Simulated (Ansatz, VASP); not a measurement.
## H2O: VASP beside Ansatz

File INCAR:

```
PREC     = Accurate       # precision mode
ENCUT    = 520            # plane-wave cutoff, eV
EDIFF    = 1E-6           # SCF threshold, eV
ISMEAR   = 0              # smearing method
SIGMA    = 0.05           # smearing width, eV
LREAL    = F              # projectors in reciprocal space
LASPH    = T              # aspherical terms in the spheres
NELM     = 100            # most SCF steps
ALGO     = Normal         # electronic algorithm
ISIF     = 2              # what is computed and relaxed
LWAVE    = F              # write WAVECAR
LCHARG   = F              # write CHGCAR
LDIPOL   = T            
IDIPOL   = 3            
DIPOL    = 0.5 0.5 0.642
GGA      = PE             # functional
IVDW     = 12             # dispersion correction
NBANDS   = 11             # bands
```

Contents of KPOINTS:

```
Automatic mesh
0
Gamma
  3 2 1
```

File POSCAR:

```
H2O
1.0
    5.0301999808      0.0000000000      0.0000000000
    0.0000000000      7.1137770343      0.0000000000
    0.0000000000      0.0000000000     25.8538499760
O H
1 2
Direct
    0.4712925473      1.0718275199      0.6444207036
    0.3606341779      0.9792075030      0.6267209040
    0.3456312588      1.1673392082      0.6555268136
```

Input for Ansatz:

```yaml
crystal:
  lattice:
    - [5.0301999808, 0.0, 0.0]
    - [0.0, 7.1137770343, 0.0]
    - [0.0, 0.0, 25.853849976]
  atoms:
    - { symbol: O, position: [0.4712925473, 1.0718275199, 0.6444207036] }
    - { symbol: H, position: [0.3606341779, 0.979207503, 0.626720904] }
    - { symbol: H, position: [0.3456312588, 1.1673392082, 0.6555268136] }
basis:
  ecutwfc: 420
kpoints:
  mp_grid: { grid: [3, 2, 1] }
hamiltonian:
  xc: pbe
  dispersion: d3bj
scf:
  occupations: { method: gaussian, width: 0.05 }
output:
  forces: true
  eigenvalues: true
  write_density: true
  volumetric_format: npy
efield:
  axis: 3
  dipole_correction: true
  ramp_width: 0.04
```

Alike in both runs: task single point; functional PBE; dispersion D3(BJ); k mesh 3 × 2 × 1; occupations gaussian, width 0.05 eV; no spin polarisation.

```csv
,VASP,Ansatz
version,VASP 6.6.1,Ansatz 0.2.0
potentials or method,"VASP PAW PBE potentials, release 64 (O, H), cutoff 520 eV","scalar-relativistic, plane waves, PAW"
valence electrons in the cell,8,8
```

VASP gave:

* gap on the k mesh at the Fermi level (eV): 5.72
* rms of the force components (eV/Å): 0.106

Which values does Ansatz return?

gap on the k mesh at the Fermi level (eV): 5.73; rms of the force components (eV/Å): 0.145.

Atom by atom the forces differ by 0.065 eV/Å (rms over components).

The k mesh is coarse, so the values compare programs but aren't converged.
